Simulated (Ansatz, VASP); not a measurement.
# La2TeN2 in VASP and in Ansatz

Contents of INCAR:

```
ALGO = Normal ; EDIFF = 1E-6
ENCUT = 520 ; GGA = PE
ISIF = 2 ; ISMEAR = -4
LASPH = True ; LCHARG = False
LREAL = False ; LWAVE = False
NBANDS = 27 ; NELM = 60
PREC = Accurate ; SIGMA = 0.1
```

Contents of KPOINTS:

```
k-points
0
Gamma
  5 5 5
```

POSCAR

```
La2TeN2
1.0
    0.0000000000      4.1692660000      0.0000000000
    4.1692660000      0.0000000000      0.0000000000
    2.0846330000      2.0846330000     -6.6072200000
La Te N
2 1 2
Direct
    0.3440000000      0.3440000000      0.3120000000
    0.6560000000      0.6560000000      0.6880000000
    0.0000000000      0.0000000000      0.0000000000
    0.2500000000      0.7500000000      0.5000000000
    0.7500000000      0.2500000000      0.5000000000
```

Input for Ansatz:

```yaml
crystal:
  lattice:
    - [0.0, 4.169266, 0.0]
    - [4.169266, 0.0, 0.0]
    - [2.084633, 2.084633, -6.60722]
  atoms:
    - { symbol: La, position: [0.344, 0.344, 0.312] }
    - { symbol: La, position: [0.656, 0.656, 0.688] }
    - { symbol: Te, position: [0.0, 0.0, 0.0] }
    - { symbol: "N", position: [0.25, 0.75, 0.5] }
    - { symbol: "N", position: [0.75, 0.25, 0.5] }
  symmetry: { tolerance: 0.0003 }
kpoints:
  mp_grid: { grid: [5, 5, 5], shift: [0, 0, 0] }
magnetization:
  spin_polarized: false
scf:
  occupations: { method: tetrahedron_uncorrected }
hamiltonian:
  pseudopotentials: { kind: paw }
  xc: pbe
basis:
  ecutwfc: 420
output:
  forces: true
  stress: true
  eigenvalues: true
```

Alike in both runs: task single point; functional PBE; k mesh 5 × 5 × 5; no spin polarisation.

|  | VASP | Ansatz |
| --- | --- | --- |
| version | VASP 6.6.1 | Ansatz 0.2.0 |
| potentials or method | VASP PAW PBE potentials, release 64 (La, Te, N), cutoff 520 eV | PAW plane waves |
| occupations | tetrahedron | tetrahedron-uncorrected |
| valence electrons in the cell | 38 | 48 |

|  | VASP | Ansatz | Ansatz less VASP |
| --- | --- | --- | --- |
| gap on the k mesh at the Fermi level (eV) | none | none | - |
| pressure (GPa) | -0.8 | -0.6 | +0.13 |
| traceless stress, the component that is largest in VASP (GPa) | 2.78 | 2.78 | +0.001 |
| rms of the force components (eV/Å) | 0.221 | 0.216 | -0.0056 |

Atom by atom the forces differ by 0.006 eV/Å (rms over components). A gap of «none» marks a metal or a gap that the smearing closes. VASP's potentials hold 38 valence electrons a cell and Ansatz's 48, so a difference there can come from the potentials and not from the codes. Ansatz's warnings: band table not solved further.

Neither program's run includes spin-orbit coupling.
